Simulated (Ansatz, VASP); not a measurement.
CuO: VASP beside Ansatz

Contents of INCAR:

```
PREC = Accurate
ENCUT = 520
EDIFF = 1E-7
ISMEAR = -1
SIGMA = 0.02
LREAL = F
LASPH = T
NELM = 200
ALGO = Normal
ISIF = 2
LWAVE = F
LCHARG = F
ISPIN = 2
MAGMOM = 1 1 0 0
LORBIT = 11
LMAXMIX = 4
GGA = PE
IBRION = 2
NSW = 80
EDIFFG = -0.02
GGA_COMPAT = F
NELMIN = 4
KPAR = 4
```

KPOINTS

```
Automatic mesh
0
Gamma
  7 7 4
```

The input POSCAR:

```
CuO
1.0
    2.3446500000     -1.7134000000      0.0000000000
    2.3446500000      1.7134000000      0.0000000000
   -0.8605543552      0.0000000000      5.0594363927
Cu O
2 2
Direct
    0.0032000000      0.4968000000      0.0000000000
    0.4968000000      0.0032000000      0.5000000000
    0.5714000000      0.4056000000      0.2537000000
    0.4056000000      0.5714000000      0.7537000000
```

Input for Ansatz:

```yaml
crystal:
  lattice:
    - [2.34465, -1.7134, 0.0]
    - [2.34465, 1.7134, 0.0]
    - [-0.8605543552, 0.0, 5.0594363927]
  atoms:
    - { symbol: Cu, position: [0.0032, 0.4968, 0.0], spin: 1.0 }
    - { symbol: Cu, position: [0.4968, 0.0032, 0.5], spin: 1.0 }
    - { symbol: O, position: [0.5714, 0.4056, 0.2537] }
    - { symbol: O, position: [0.4056, 0.5714, 0.7537] }
magnetization:
  spin_polarized: true
kpoints:
  mp_grid: { grid: [7, 7, 4] }
scf:
  occupations: { method: fermi_dirac, width: 0.02 }
hamiltonian:
  xc: pbe
  pseudopotentials: { kind: paw, frozen_core: stored }
output:
  forces: true
  stress: true
  populations: true
  efg: { quadrupole_moments_barn: { Cu: -0.22, O: -0.02558 } }
  write_density: true
  write_potential: true
  elf: true
  volumetric_format: npy
relax:
  f_tol: 0.02
  max_steps: 60
```

Alike in both runs: task relaxation of the atoms; functional PBE; k mesh 7 × 7 × 4; occupations fermi-dirac, width 0.02 eV; collinear spin.

```csv
,VASP,Ansatz
version,VASP 6.6.1,Ansatz 0.2.0
potentials or method,"VASP PAW PBE potentials, release 64 (Cu, O)","plane-wave PAW, scalar-relativistic"
plane-wave cutoff (eV),520,420
valence electrons in the cell,34,50
```

|  | VASP | Ansatz | Ansatz less VASP |
| --- | --- | --- | --- |
| net moment per atom (μB) | 0.00 | 0.00 | 0.000 |

VASP's potentials hold 34 valence electrons a cell and Ansatz's 50, so a difference there can come from the potentials and not from the codes. Ansatz's warnings: seeded moment not kept, stress scf threshold loose.
